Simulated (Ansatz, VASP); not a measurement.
## Si2Ni: VASP beside Ansatz

Contents of INCAR:

```
SYSTEM = Si2Ni
PREC = Accurate
ENCUT = 510
EDIFF = 1E-8
ISMEAR = -1
SIGMA = 0.025
LREAL = .False.
LASPH = .True.
NELM = 200
ALGO = Normal
ISIF = 2
LWAVE = .False.
LCHARG = .False.
ISPIN = 2
MAGMOM = 1 0 0
LORBIT = 11
LMAXMIX = 4
LDAU = .True.
LDAUTYPE = 2
LDAUL = 2 -1
LDAUU = 3 0
LDAUJ = 0 0
LDAUPRINT = 1
GGA = RE
LEFG = .True.
NBANDS = 24
GGA_COMPAT = .False.
```

KPOINTS

```
regular mesh
0
Gamma
  9 9 9
  0 0 0
```

The input POSCAR:

```
Si2Ni
1.0
    0.0000000000      2.7030000000      2.7030000000
    2.7030000000      0.0000000000      2.7030000000
    2.7030000000      2.7030000000      0.0000000000
Ni Si
1 2
Direct
    0.0000000000      0.0000000000      0.0000000000
    0.7500000000      0.7500000000      0.7500000000
    0.2500000000      0.2500000000      0.2500000000
```

Contents of input.yaml:

```yaml
crystal:
  lattice:
    - [0.0, 2.703, 2.703]
    - [2.703, 0.0, 2.703]
    - [2.703, 2.703, 0.0]
  atoms:
    - { symbol: Ni, position: [0.0, 0.0, 0.0], spin: 1.0 }
    - { symbol: Si, position: [0.75, 0.75, 0.75] }
    - { symbol: Si, position: [0.25, 0.25, 0.25] }
hamiltonian:
  xc: revpbe
  pseudopotentials: { kind: paw }
  hubbard:
    sites: [{ species: Ni, l: d, u_eff: 3.0 }]
    projectors: atomic
    double_counting: fll
magnetization:
  spin_polarized: true
kpoints:
  mp_grid: { grid: [9, 9, 9] }
scf:
  occupations: { method: fermi_dirac, width: 0.025 }
output:
  forces: true
  stress: true
  eigenvalues: true
  efg: {}
```

Alike in both runs: task electric field gradients; functional revPBE; k mesh 9 × 9 × 9; occupations fermi-dirac, width 0.025 eV; collinear spin; Hubbard terms Ni d U = 3.0 eV.

|  | VASP | Ansatz |
| --- | --- | --- |
| version | VASP 6.6.1 | Ansatz 0.2.0 |
| potentials or method | VASP PAW PBE potentials, release 64 (Ni_sv_GW, Si) | Ansatz PAW |
| plane-wave cutoff (eV) | 510 | 420 |
| valence electrons in the cell | 26 | 26 |

|  | VASP | Ansatz | Ansatz less VASP |
| --- | --- | --- | --- |
| gap on the k mesh at the Fermi level (eV) | none | none | - |
| net moment per atom (μB) | 0.00 | 0.00 | 0.000 |

VASP's potentials were made for PBE, not for revPBE. The programs project onto different local orbitals, so the same U acts differently, and such runs can settle in different states. A gap of «none» marks a metal or a gap that the smearing closes.

Noted on Ansatz's run: the magnetic or orbital state may not be the lowest.
